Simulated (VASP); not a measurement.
Wanted: the native input for a VASP 6.6.1 run.

```yaml
Task: single point
Functional: PBE
Potentials_or_basis: VASP PAW PBE potentials, release 64 (Sb, Ni)
Cutoff: 520 eV
k_mesh: 8 × 8 × 5
Occupations: fermi-dirac, width 0.05 eV
Spin: collinear spin, ferromagnetic start
Starting_moments: "[0.0, 0.0, 1.0, 1.0] μB"
Dipole_correction: no
Further_INCAR_settings: ALGO = Normal; EDIFF = 1e-06; NBANDS = 27
```

The structure of NiSb lies in POSCAR:

```
NiSb
1.0
    3.8749124112      0.0000000000      0.0000000000
   -1.9374562056      3.3557725856      0.0000000000
    0.0000000000      0.0000000000      5.0508023282
Sb Ni
2 2
Direct
    0.6666666667      0.3333333333      0.7500000000
    0.3333333333      0.6666666667      0.2500000000
    0.0000000000      0.0000000000      0.5000000000
    0.0000000000      0.0000000000      0.0000000000
```

These files were run (other wordings do the same):

INCAR

```
PREC     = Accurate       # precision mode
ENCUT    = 520            # plane-wave cutoff, eV
EDIFF    = 1E-6           # SCF threshold, eV
ISMEAR   = -1             # smearing method
SIGMA    = 0.05           # smearing width, eV
LREAL    = F              # projectors in reciprocal space
LASPH    = T              # aspherical terms in the spheres
NELM     = 150            # most SCF steps
ALGO     = Normal         # electronic algorithm
ISIF     = 2              # what is computed and relaxed
LWAVE    = F              # write WAVECAR
LCHARG   = T              # write CHGCAR
ISPIN    = 2              # spin polarisation
MAGMOM   = 0 0 1 1        # initial moments
LORBIT   = 11             # projections on sites
LMAXMIX  = 4              # l up to which the mixer works
GGA      = PE             # functional
LELF     = T              # ELF
LVHAR    = T            
NBANDS   = 27             # bands
```

KPOINTS

```
regular mesh
0
Gamma
  8 8 5
```

Potentials or basis: VASP PAW PBE potentials, release 64 (Sb, Ni).

Launch:

```sh
$ cat potpaw_PBE.64/Sb/POTCAR potpaw_PBE.64/Ni/POTCAR > POTCAR
$ mpirun -np 1 vasp_std > vasp.out
```

It gave:

```yaml
Pressure: 9.4 GPa
Band_gap_on_the_k_mesh: zero (filled and empty bands overlap)
Net_moment: 0.00 μB per cell
Valence_electrons_inside_the_program's_atomic_spheres: Sb 2.46; Ni 9.48
```

Caveat: the cell stands under pressure; the moments typed at the start vanished in this run; spin-orbit coupling is left out, which moves the levels of the heavy elements.

It took 74 s on 1 thread of AMD EPYC 9R45 96-Core Processor (Zen 5) (shared host), peak memory 0.23 GiB.
